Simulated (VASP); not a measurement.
# KI (I4mm) in VASP: notebook

Runs on KI. Level: PBE. Tasks: single point.

Everything below comes from runs of VASP 6.6.1. Logs are shortened: lines on timing, memory, paths and dates and some standing lists are left out, and cuts for length are marked.

**1. The cell of the first run**

The structure is tetragonal, space group I4mm (No. 107). Conventional cell: a = 4.938 Å, b = 4.938 Å, c = 7.175 Å, α = 90.00°, β = 90.00°, γ = 90.00°. Within 4.3 Å of K (site symmetry 4mm) lie 6 I at 3.25 to 3.92 Å. I (site symmetry 4mm) has 6 K at 3.25 to 3.92 Å within 4.3 Å.

**2. Single point, PBE**

INCAR reads:

```
SYSTEM = KI
ALGO = Normal
EDIFF = 1E-6
ENCUT = 520
GGA = PE
ISIF = 2
ISMEAR = 0
LASPH = .TRUE.
LCHARG = .FALSE.
LREAL = .FALSE.
LWAVE = .FALSE.
NBANDS = 15
NELM = 100
PREC = Accurate
SIGMA = 0.05
```

KPOINTS reads:

```
k-points
0
G
  6 6 6
  0 0 0
```

POSCAR reads:

```
KI
1.0
    0.0000000000      3.4915442646      3.5873258652
    3.4915442646      0.0000000000      3.5873258652
    3.4915442646      3.4915442646      0.0000000000
K I
1 1
Direct
   -0.0355696708     -0.0355696708      0.0355696708
    0.5109587445      0.5109587445      0.4890412555
```

Potentials or basis: VASP PAW PBE potentials, release 64 (K_sv, I).

Command:

```
cat potpaw_PBE.64/K_sv/POTCAR potpaw_PBE.64/I/POTCAR > POTCAR
mpirun -np 1 vasp_std > vasp.out
```

OUTCAR:

```text
SYSTEM = KI
   EDIFF = 1E-6
   ENCUT = 520
   GGA = PE
   ISIF = 2
   ISMEAR = 0
   LASPH = .TRUE.
   LREAL = .FALSE.
   NELM = 100
   PREC = Accurate

 ion  position               nearest neighbor table
   1  0.964  0.964  0.036-   2 3.25   2 3.51   2 3.51   2 3.51   2 3.51
   2  0.511  0.511  0.489-   1 3.25   1 3.51   1 3.51   1 3.51   1 3.51

  LATTYP: Found a body centered tetragonal cell.
 ALAT       =     4.9377892526
 C/A-ratio  =     1.4530089000

  Lattice vectors:

 A1 = (  -3.4915442646,   0.0000000000,   3.5873258652)
 A2 = (   3.4915442646,   0.0000000000,   3.5873258652)
 A3 = (   0.0000000000,   3.4915442646,  -3.5873258652)

Analysis of symmetry for initial positions (statically):
=====================================================================
 Subroutine PRICEL returns:
 Original cell was already a primitive cell.

 Routine SETGRP: Setting up the symmetry group for a
 body centered tetragonal supercell.

 Subroutine GETGRP returns: Found  8 space group operations
 (whereof  8 operations were pure point group operations)
 out of a pool of 16 trial point group operations.

The static configuration has the point symmetry C_4v.

Analysis of symmetry for dynamics (positions and initial velocities):
=====================================================================
 Subroutine PRICEL returns:
 Original cell was already a primitive cell.

 Routine SETGRP: Setting up the symmetry group for a
 body centered tetragonal supercell.

 Subroutine GETGRP returns: Found  8 space group operations
 (whereof  8 operations were pure point group operations)
 out of a pool of 16 trial point group operations.

The dynamic configuration has the point symmetry C_4v.

 Subroutine INISYM returns: Found  8 space group operations
 (whereof  8 operations are pure point group operations),
 and found     1 'primitive' translations

----------------------------------------------------------------------------------------

                                     Primitive cell

  volume of cell :      87.4653

  direct lattice vectors                    reciprocal lattice vectors
     0.000000000  3.491544265  3.587325865    -0.143203111  0.143203111  0.139379588
     3.491544265  0.000000000  3.587325865     0.143203111 -0.143203111  0.139379588
     3.491544265  3.491544265  0.000000000     0.143203111  0.143203111 -0.139379588

  length of vectors
     5.005975251  5.005975251  4.937789253     0.245847374  0.245847374  0.245847374

  position of ions in fractional coordinates (direct lattice)
     0.964430329  0.964430329  0.035569671
     0.510958745  0.510958745  0.489041255

  ion indices of the primitive-cell ions
[... 83 lines left out ...]
   POTIM  = 0.5000    time-step for ionic-motion
   TEBEG  =    0.0;   TEEND  =   0.0 temperature during run
   PSTRESS=    0.0 pullay stress
   NELECT =      16.0000    total number of electrons
   NUPDOWN=      -1.0000    fix difference up-down
   EMIN   =  10.00;   EMAX   =-10.00  energy-range for DOS
   EFERMI =   0.00;   METHOD = LEGACY
   ISMEAR =     0;   SIGMA  =   0.05  broadening in eV -4-tet -1-fermi 0-gaus
   EFERMI_NEDOS =   21; number of points for ismear=-14 and -15
   IALGO  =     38    algorithm
   IMIX   =      4    mixing-type and parameters
     AMIX     =   0.40;   BMIX     =  1.00
     AMIX_MAG =   1.60;   BMIX_MAG =  1.00
  volume/ion in A,a.u.               =      43.73       295.12
  Fermi-wavevector in a.u.,A,eV,Ry     =   0.929329  1.756177 11.750706  0.863652
  Thomas-Fermi vector in A             =   2.055600
   LORBIT       =      0    0 simple, 1 ext, 2 COOP (PROOUT), +10 PAW based schemes
   GGA     = PE    functional components
   LHFCALC =     F    Hartree Fock is set to
   AEXX    =    0.0000 exact exchange contribution
   IVDW    =     0    specifies the selected vdW correction
   LEPSILON=     F    determine dielectric tensor
   LRPA    =     F    only Hartree local field effects (RPA)
 non-spin polarized calculation
 Gauss-broadening in eV      SIGMA  =   0.05
  energy-cutoff  :      520.00
  volume of cell :       87.47
 maximum number of plane-waves:      2372
 NGX is ok and might be reduce to    40
   NGX = 19   NGY = 19   NGZ = 19

 number of electron      15.9999999 magnetization

 Free energy of the ion-electron system (eV)
  ---------------------------------------------------
  ext. energy  EPLUGINS =         0.00000000
  ---------------------------------------------------
  free energy    TOTEN  =        -5.49642066 eV

  energy without entropy =       -5.49642066  energy(sigma->0) =       -5.49642066

 E-fermi :  -0.1852     XC(G=0):  -7.1970

 val. band max:       -0.3973471317   @ k =   0.0000   0.0000   0.0000
 cond. band min:       3.6095967546   @ k =   0.0000   0.0000   0.0000
 fundamental gap:      4.0069438863
 Fermi energy:        -0.1852354840

 k-point     1 :       0.0000    0.0000    0.0000
  band No.  band energies     occupation
      1     -28.8398      2.00000
      2     -12.3554      2.00000
      3     -12.3299      2.00000
      4     -12.3299      2.00000
      5     -10.8832      2.00000
      6      -0.4163      2.00000
      7      -0.3973      2.00000
      8      -0.3973      2.00000
      9       3.6096      0.00000
     10       6.0662      0.00000
     11       6.2482      0.00000
     12       6.2482      0.00000
     13       6.9306      0.00000
     14       6.9798      0.00000
[... 401 lines left out ...]
      2     -12.4148      2.00000
      3     -12.3660      2.00000
      4     -12.3500      2.00000
      5     -10.6889      2.00000
      6      -1.3526      2.00000
      7      -0.9252      2.00000
      8      -0.7554      2.00000
      9       4.9910      0.00000
     10       5.8367      0.00000
     11       7.4147      0.00000
     12       7.9007      0.00000
     13       8.5743      0.00000
     14       8.9232      0.00000
     15       9.4279      0.00000

 [... further k-points ...]
[... 5 lines left out ...]
  --------------------------------------------------------------------------------------
  -------------------------------------------------------------------------------------
  Total        0.4745373      0.4745373      0.9496159      0.0000000     -0.0000000      0.0000000
  in kB        8.6925058      8.6925058     17.3949270      0.0000000     -0.0000000      0.0000000
  external PRESSURE =      11.5933128 kB  Pullay stress =       0.0000000 kB

 VOLUME and BASIS-vectors are now :
 -----------------------------------------------------------------------------
  energy-cutoff  :      520.00
  volume of cell :       87.47
      direct lattice vectors                 reciprocal lattice vectors
     0.000000000  3.491544265  3.587325865    -0.143203111  0.143203111  0.139379588
     3.491544265  0.000000000  3.587325865     0.143203111 -0.143203111  0.139379588
     3.491544265  3.491544265  0.000000000     0.143203111  0.143203111 -0.139379588

 POSITION                                       TOTAL-FORCE (eV/Angst)
 -----------------------------------------------------------------------------------
      3.49154      3.49154      6.91945         0.000000      0.000000      0.369551
      3.49154      3.49154      3.66595         0.000000      0.000000     -0.369551
 -----------------------------------------------------------------------------------
    total drift:                                0.000000      0.000000     -0.000087

  FREE ENERGIE OF THE ION-ELECTRON SYSTEM (eV)
  ---------------------------------------------------
  free  energy   TOTEN  =        -5.4964206590 eV

  energy  without entropy=       -5.4964206590  energy(sigma->0) =       -5.49642066
```

OSZICAR:

```text
N       E                     dE             d eps       ncg     rms          rms(c)
DAV:   1     0.796188901477E+02    0.79619E+02   -0.61926E+03   900   0.874E+02
DAV:   2    -0.620348726625E-02   -0.79625E+02   -0.75559E+02  1146   0.205E+02
DAV:   3    -0.551299195340E+01   -0.55068E+01   -0.54891E+01  1659   0.437E+01
DAV:   4    -0.557979678208E+01   -0.66805E-01   -0.66797E-01  1119   0.460E+00
DAV:   5    -0.558137927775E+01   -0.15825E-02   -0.15825E-02  1431   0.582E-01    0.332E+00
DAV:   6    -0.549485308516E+01    0.86526E-01   -0.98518E-02  1145   0.185E+00    0.235E+00
DAV:   7    -0.549072028998E+01    0.41328E-02   -0.12131E-01  1243   0.179E+00    0.815E-01
DAV:   8    -0.549579726644E+01   -0.50770E-02   -0.13235E-02   986   0.772E-01    0.143E-01
DAV:   9    -0.549622524480E+01   -0.42798E-03   -0.93405E-04  1292   0.178E-01    0.732E-02
DAV:  10    -0.549638079359E+01   -0.15555E-03   -0.14312E-04  1008   0.718E-02    0.203E-02
DAV:  11    -0.549642077333E+01   -0.39980E-04   -0.57226E-05  1068   0.436E-02    0.212E-02
DAV:  12    -0.549642065902E+01    0.11430E-06   -0.35221E-06  1228   0.146E-02
   1 F= -.54964207E+01 E0= -.54964207E+01  d E =-.406180E-11
```

Run time: 60 s. Hardware: 1 thread of AMD EPYC 7R13 (Zen 3), shared host; peak memory 0.21 GiB.

What came out:

```yaml
Free_energy: -5.4964 eV
Pressure: 1.2 GPa
Largest_force: 0.370 eV/Å
Band_gap_on_the_k_mesh: 4.01 eV, direct
```

Forces in eV/Å, atoms in the order of the input:
```
K    0.000  0.000  0.370
I    0.000  0.000 -0.370
```

Caveat: spin-orbit coupling is left out, which moves the levels of the heavy elements. A hybrid or GW would open this gap; PBE tends to underestimate it.

**3. Single point, PBE**

This run uses another cell than the first one, of 47.40 Å³/atom, 1.084 times its volume.

INCAR reads:

```
  PREC = Accurate
  ENCUT = 520
  EDIFF = 1E-6
  ISMEAR = 0
  SIGMA = 0.05
  LREAL = F
  LASPH = T
  NELM = 80
  ALGO = Normal
  ISIF = 2
  LWAVE = F
  LCHARG = F
  GGA = PE
  NBANDS = 15
```

KPOINTS reads:

```
Automatic mesh
0
Gamma
  6 6 6
```

POSCAR reads:

```
KI
1.0
    0.0000000000      3.6350372992      3.5873258652
    3.6350372992      0.0000000000      3.5873258652
    3.6350372992      3.6350372992      0.0000000000
K I
1 1
Direct
   -0.0177848354     -0.0177848354      0.0177848354
    0.5054793722      0.5054793722      0.4945206278
```

Potentials or basis: VASP PAW PBE potentials, release 64 (K_sv, I).

Command:

```
cat potpaw_PBE.64/K_sv/POTCAR potpaw_PBE.64/I/POTCAR > POTCAR
mpirun -np 1 vasp_std > vasp.out
```

Wall time 34 s (1 thread of Intel Xeon Platinum 8259CL at 2.50GHz (Skylake/Cascade Lake), shared host); peak memory 0.25 GiB.

It converged, with:

- Free energy: -5.5504 eV
- Pressure: -0.1 GPa
- Largest force: 0.160 eV/Å
- Band gap on the k mesh: 3.81 eV, direct

Forces on the atoms (eV/Å):
```
K    0.000  0.000  0.160
I    0.000  0.000 -0.160
```

Stress tensor (GPa, compression positive):
```
-0.30  0.00  0.00
 0.00 -0.30  0.00
 0.00  0.00  0.28
```

Levels at points of the mesh, in eV from the valence-band top:
```csv
k point,band 5,band 6,band 7,band 8,band 9,band 10,band 11,band 12
"(0.00, 0.00, 0.00)",-10.40,0.00,0.00,0.00,3.81,6.51,6.51,6.58
"(0.50, 0.00, 0.00)",-10.20,-1.16,-0.28,-0.27,5.44,7.44,7.93,8.04
"(0.50, 0.50, 0.00)",-10.27,-0.87,-0.33,-0.33,5.04,5.61,8.06,8.09
"(0.50, 0.00, 0.50)",-10.28,-0.89,-0.33,-0.31,5.07,5.60,8.02,8.44
```

Caveat: spin-orbit coupling is left out, which moves the levels of the heavy elements. Expect the measured gap to be larger: semilocal functionals such as PBE lack the derivative discontinuity.

**4. Single point, PBE**

This run uses another cell than the first one, of 47.40 Å³/atom, 1.084 times its volume.

INCAR is that of step 3.

KPOINTS is that of step 3.

POSCAR reads:

```
KI
1.0
    0.0000000000      3.6350372992      3.5873258652
    3.6350372992      0.0000000000      3.5873258652
    3.6350372992      3.6350372992      0.0000000000
K I
1 1
Direct
   -0.0533545062     -0.0533545062      0.0533545062
    0.5164381167      0.5164381167      0.4835618833
```

Command:

```
cat potpaw_PBE.64/K_sv/POTCAR potpaw_PBE.64/I/POTCAR > POTCAR
mpirun -np 1 vasp_std > vasp.out
```

Wall time 38 s (1 thread of Intel Xeon Platinum 8259CL at 2.50GHz (Skylake/Cascade Lake), shared host); peak memory 0.26 GiB.

Results (log left out):

```yaml
Free_energy: -5.4100 eV
Pressure: 0.8 GPa
Largest_force: 0.789 eV/Å
Band_gap_on_the_k_mesh: 3.86 eV, direct
```

Forces on the atoms (eV/Å):
```
K    0.000  0.000  0.789
I    0.000  0.000 -0.789
```

Stress tensor (GPa, compression positive):
```
-0.40  0.00  0.00
 0.00 -0.40  0.00
 0.00  0.00  3.21
```

Levels at points of the mesh, in eV from the valence-band top:
| k point | band 4 | band 5 | band 6 | band 7 | band 8 | band 9 | band 10 | band 11 | band 12 | band 13 |
| --- | --- | --- | --- | --- | --- | --- | --- | --- | --- | --- |
| (0.00, 0.00, 0.00) | -12.01 | -10.33 | 0.00 | 0.00 | 0.00 | 3.86 | 6.69 | 6.69 | 6.73 | 7.28 |
| (0.50, 0.00, 0.00) | -12.02 | -10.13 | -1.10 | -0.23 | -0.22 | 5.45 | 7.31 | 7.83 | 7.99 | 8.56 |
| (0.50, 0.50, 0.00) | -12.03 | -10.18 | -0.79 | -0.29 | -0.29 | 5.10 | 5.64 | 7.46 | 8.24 | 9.25 |
| (0.50, 0.00, 0.50) | -12.02 | -10.20 | -0.84 | -0.33 | -0.28 | 5.26 | 5.62 | 8.11 | 8.50 | 8.58 |

Caveat: spin-orbit coupling is left out, which moves the levels of the heavy elements.

(Part 1 of 2 ends here.)
